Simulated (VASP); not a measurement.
**LaZn: single point with LDA**

The system is LaZn.

```xyz
2
Lattice="3.8235 0.0000 0.0000 0.0000 3.8235 0.0000 0.0000 0.0000 3.8235" Properties=species:S:1:pos:R:3 pbc="T T T"
La    1.9118    1.9118    1.9118
Zn    0.0000    0.0000    0.0000
```

```
Program                : VASP 6.6.1
Task                   : single point
Functional             : LDA
Potentials or basis    : VASP PAW LDA potentials, release 64 (La, Zn)
Cutoff                 : 520 eV
k mesh                 : 8 × 8 × 8
Occupations            : fermi-dirac, width 0.1 eV
Spin                   : no spin polarisation
Dipole correction      : no
Further INCAR settings : ALGO = Normal; EDIFF = 1e-07; NBANDS = 18
```

| Item | Value |
| --- | --- |
| Pressure | -6.0 GPa |

Levels at points of the mesh, in eV from the Fermi level:
```csv
k point,band 10,band 11,band 12,band 13,band 14,band 15
"(0.00, 0.00, 0.00)",-5.89,-0.34,-0.34,1.48,1.48,1.48
"(0.50, 0.00, 0.00)",-3.37,-2.46,0.14,1.14,1.14,1.37
"(0.50, 0.50, 0.00)",-4.09,0.29,0.43,0.43,1.46,1.57
"(0.50, 0.50, 0.50)",-1.89,-1.89,-1.89,-1.70,1.61,1.61
```

Wall time 23 s on 1 thread of Intel(R) Xeon(R) Platinum 8259CL CPU @ 2.50GHz (Skylake/Cascade Lake), on a shared host, peak memory 0.17 GiB.

Caveat: spin-orbit coupling is left out, which moves the levels of the heavy elements.
